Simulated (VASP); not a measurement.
Set up this calculation in VASP 6.6.1, as the native input.

| Quantity | Value |
| --- | --- |
| Task | single point |
| Functional | PBEsol |
| Potentials or basis | VASP PAW PBE potentials, release 64 (Zr_sv) |
| Cutoff | 520 eV |
| k mesh | 18 × 18 × 8 |
| Occupations | gaussian, width 0.1 eV |
| Spin | no spin polarisation |
| Dipole correction | no |
| Further INCAR settings | ALGO = Fast; EDIFF = 1e-06; NBANDS = 19 |

The structure of Zr lies in POSCAR:

```
Zr
1.0
    3.0286822291      0.0000000000      0.0000000000
   -1.5143411146      2.6229157504      0.0000000000
    0.0000000000      0.0000000000      4.9776123439
Zr
2
Direct
    0.3333333333      0.6666666667      0.2500000000
    0.6666666667      0.3333333333      0.7500000000
```

The input as run:

INCAR

```
  PREC = Accurate
  ENCUT = 520
  EDIFF = 1E-6
  ISMEAR = 0
  SIGMA = 0.1
  LREAL = False
  LASPH = True
  NELM = 100
  ALGO = Fast
  ISIF = 2
  LWAVE = False
  LCHARG = False
  GGA = PS
  NBANDS = 19
```

KPOINTS

```
Automatic mesh
0
Gamma
  18 18 8
```

Potentials or basis: VASP PAW PBE potentials, release 64 (Zr_sv).

Command:

```console
$ cat potpaw_PBE.64/Zr_sv/POTCAR > POTCAR
$ mpirun -np 1 vasp_std > vasp.out
```

It gave:

```json
{
 "Pressure": "15.1 GPa",
 "Band gap on the k mesh": "zero (bands 12 and 13 overlap by 1.32 eV)"
}
```

Caveat: the cell stands under pressure; the PAW data sets were made with another functional, which shifts forces and pressure a little.

It took 68 s on 1 thread of Intel(R) Xeon(R) 6975P-C (Granite Rapids) (shared host), peak memory 0.24 GiB.
